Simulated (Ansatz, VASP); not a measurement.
# Ga in VASP and in Ansatz

The input INCAR:

```
  PREC = Accurate
  ENCUT = 500
  EDIFF = 1E-7
  ISMEAR = 0
  SIGMA = 0.1
  LREAL = F
  LASPH = T
  NELM = 120
  ALGO = Normal
  ISIF = 3
  LWAVE = F
  LCHARG = F
  GGA = PS
  IBRION = 2
  NSW = 80
  EDIFFG = -0.05
  GGA_COMPAT = F
  NELMIN = 4
```

The input KPOINTS:

```
regular mesh
0
Gamma
  10 10 10
```

The input POSCAR:

```
Ga
1.0
   -1.2891371790      1.2891371790      1.2891371790
    1.2891371790     -1.2891371790      1.2891371790
    1.2891371790      1.2891371790     -1.2891371790
Ga
1
Direct
    0.0000000000      0.0000000000      0.0000000000
```

Input for Ansatz:

```yaml
crystal:
  lattice:
    - [-1.289137179, 1.289137179, 1.289137179]
    - [1.289137179, -1.289137179, 1.289137179]
    - [1.289137179, 1.289137179, -1.289137179]
  atoms:
    - { symbol: Ga, position: [0.0, 0.0, 0.0] }
basis:
  ecutwfc: 420
kpoints:
  mp_grid: { grid: [10, 10, 10] }
hamiltonian:
  xc: pbesol
scf:
  occupations: { method: gaussian, width: 0.1 }
output:
  forces: true
  stress: true
  eigenvalues: true
relax:
  adjacent_minimum: "off"
  f_tol: 0.05
  max_steps: 60
  cell: { stress_tol: 0.5 }
```

Alike in both runs: task relaxation of cell and atoms; functional PBEsol; k mesh 10 × 10 × 10; occupations gaussian, width 0.1 eV; no spin polarisation.

|  | VASP | Ansatz |
| --- | --- | --- |
| version | VASP 6.6.1 | Ansatz 0.2.0 |
| potentials or method | VASP PAW PBE potentials, release 64 (Ga_d), cutoff 500 eV | scalar-relativistic, plane waves, PAW |
| valence electrons in the cell | 13 | 13 |

```csv
,VASP,Ansatz,Ansatz less VASP
"gap on the k mesh at the Fermi level, each at its own relaxed structure (eV)",none,none,-
relaxed volume (Å³/atom),17.78,17.86,+0.080
relaxed cell length with the largest relative difference (Å),2.848,2.852,+0.0043
```

VASP's potentials were made for PBE, not for PBEsol. A gap of «none» marks a metal or a gap that the smearing closes.

Noted on VASP's run: the volume moved by over 15 % at a fixed basis, so the end points are rough.
